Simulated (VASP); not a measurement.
Wanted: the native input for a VASP 6.6.1 run.

- Task: relaxation of cell and atoms
- Functional: PBE
- Potentials or basis: VASP PAW PBE potentials, release 64 (Co, O)
- Cutoff: 600 eV
- k mesh: 12 × 12 × 6
- Occupations: gaussian, width 0.02 eV
- Spin: collinear spin, antiferromagnetic start
- Starting moments: [-2.65, 2.65, 0.0, 0.0] μB
- Hubbard terms: Co d U = 3.32 eV
- Target pressure: 12 GPa
- Dipole correction: no
- Further INCAR settings: ALGO = Normal; EDIFF = 1e-07; IBRION = 2; EDIFFG = -0.008; NSW = 70; ISIF = 3

The structure of CoO lies in POSCAR:

```
CoO
1.0
    3.1965604688      0.0000000000      0.0000000000
   -1.5982802344      2.7683025707      0.0000000000
    0.0000000000      0.0000000000      5.1588551233
Co O
2 2
Direct
    0.0000000000      0.0000000000      0.0007273694
    0.3333333333      0.6666666667      0.5007273620
    0.0000000000      0.0000000000      0.3742731348
    0.3333333333      0.6666666667      0.8742731338
```

One way to write it, as run:

INCAR

```
  ALGO = Normal
  EDIFF = 1E-7
  EDIFFG = -0.008
  ENCUT = 600
  GGA = PE
  GGA_COMPAT = F
  IBRION = 2
  ISIF = 3
  ISMEAR = 0
  ISPIN = 2
  LASPH = T
  LCHARG = F
  LDAU = T
  LDAUJ = 0 0
  LDAUL = 2 -1
  LDAUPRINT = 1
  LDAUTYPE = 2
  LDAUU = 3.32 0
  LMAXMIX = 4
  LORBIT = 11
  LREAL = F
  LWAVE = F
  MAGMOM = -2.65 2.65 0 0
  NELM = 200
  NELMIN = 4
  NSW = 70
  PREC = Accurate
  PSTRESS = 120.0
  SIGMA = 0.02
```

KPOINTS

```
k-points
0
Gamma
  12 12 6
```

Potentials or basis: VASP PAW PBE potentials, release 64 (Co, O).

Run with:

```console
$ cat potpaw_PBE.64/Co/POTCAR potpaw_PBE.64/O/POTCAR > POTCAR
$ mpirun -np 1 vasp_std > vasp.out
```

It gave:

| Item | Value |
| --- | --- |
| Relaxed volume | 11.26 Å³/atom |
| Relaxed cell | a = 3.179 Å, b = 3.179 Å, c = 5.149 Å, α = 90.00°, β = 90.00°, γ = 120.00° |
| Space group after relaxing (to 0.1 Å) | P6_3mc (No. 186) |
| Energy change on relaxing (the run minimises the enthalpy) | +10.1 meV/atom |
| Ionic steps | 8 |
| Pressure after relaxing | 12.0 GPa |
| Largest force after relaxing | 0.004 eV/Å |
| Band gap on the k mesh | 1.21 eV (least direct gap 1.31 eV) |
| Net moment | 0.00 μB per cell |
| Site moments | Co -2.62, +2.62; O +0.09, -0.09 μB |
| Valence electrons inside the program's atomic spheres | Co 8.05; O 5.05 |

Caveat: the cell is relaxed towards a set pressure, so the run minimises the enthalpy, not the energy.

Run time: 18 min on 1 thread of Oxide Virtual Turin-like Processor (shared host), peak memory 0.26 GiB.
